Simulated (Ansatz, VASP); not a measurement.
# One calculation of CdSe, two programs

Contents of INCAR:

```
PREC = Accurate ; ENCUT = 520
EDIFF = 1E-6 ; ISMEAR = 0
SIGMA = 0.02 ; LREAL = False
LASPH = True ; NELM = 100
ALGO = Normal ; ISIF = 2
LWAVE = False ; LCHARG = False
GGA = PE ; NBANDS = 16
```

The input KPOINTS:

```
regular mesh
0
Gamma
  12 12 12
```

The input POSCAR:

```
CdSe
1.0
   -2.1909921526      2.1909921526      3.0951885681
    2.1909921526     -2.1909921526      3.0951885681
    2.1909921526      2.1909921526     -3.0951885681
Cd Se
1 1
Direct
    0.0000000000      0.0000000000      0.0000000000
    0.2500000000      0.7500000000      0.5000000000
```

Input for Ansatz:

```yaml
crystal:
  lattice:
    - [-2.1909921526, 2.1909921526, 3.0951885681]
    - [2.1909921526, -2.1909921526, 3.0951885681]
    - [2.1909921526, 2.1909921526, -3.0951885681]
  atoms:
    - { symbol: Cd, position: [0.0, 0.0, 0.0] }
    - { symbol: Se, position: [0.25, 0.75, 0.5] }
basis:
  ecutwfc: 420
kpoints:
  mp_grid: { grid: [12, 12, 12] }
  band_path:
    path:
      - [[0.0, 0.0, 0.0], [0.0, 0.0, 0.5], [0.25, 0.25, 0.25], [0.0, 0.5, 0.0], [0.0, 0.0, 0.0], [0.5, 0.5, -0.5], [0.3752701, 0.6247299, -0.3752701]]
      - [[-0.3752701, 0.3752701, 0.3752701], [0.0, 0.0, 0.0]]
      - [[0.0, 0.0, 0.5], [-0.2505402, 0.2505402, 0.5]]
      - [[0.5, 0.5, -0.2505402], [0.5, 0.5, -0.5]]
    npoints: 14
hamiltonian:
  xc: pbe
scf:
  occupations: { method: gaussian, width: 0.02 }
  n_extra_bands: 6
output:
  forces: true
  stress: true
  eigenvalues: true
  populations: true
  dos: { projected: true, de: 0.02, nscf_kmesh: { grid: [18, 18, 18] } }
  bader: true
  write_density: true
  write_potential: true
  elf: true
  volumetric_format: npy
```

Alike in both runs: task single point; functional PBE; k mesh 12 × 12 × 12; occupations gaussian, width 0.02 eV; no spin polarisation.

```csv
,VASP,Ansatz
version,VASP 6.6.1,Ansatz 0.2.0
potentials or method,"VASP PAW PBE potentials, release 64 (Cd, Se), cutoff 520 eV","scalar-relativistic, plane waves, PAW"
valence electrons in the cell,18,36
```

```tsv
	VASP	Ansatz	Ansatz less VASP
gap on the k mesh at the Fermi level (eV)	0.49	0.49	+0.001
least direct gap on the mesh (eV)	0.49	0.49	+0.001
pressure (GPa)	0.3	0.0	-0.25
```

VASP's potentials hold 18 valence electrons a cell and Ansatz's 36, so a difference there can come from the potentials and not from the codes.
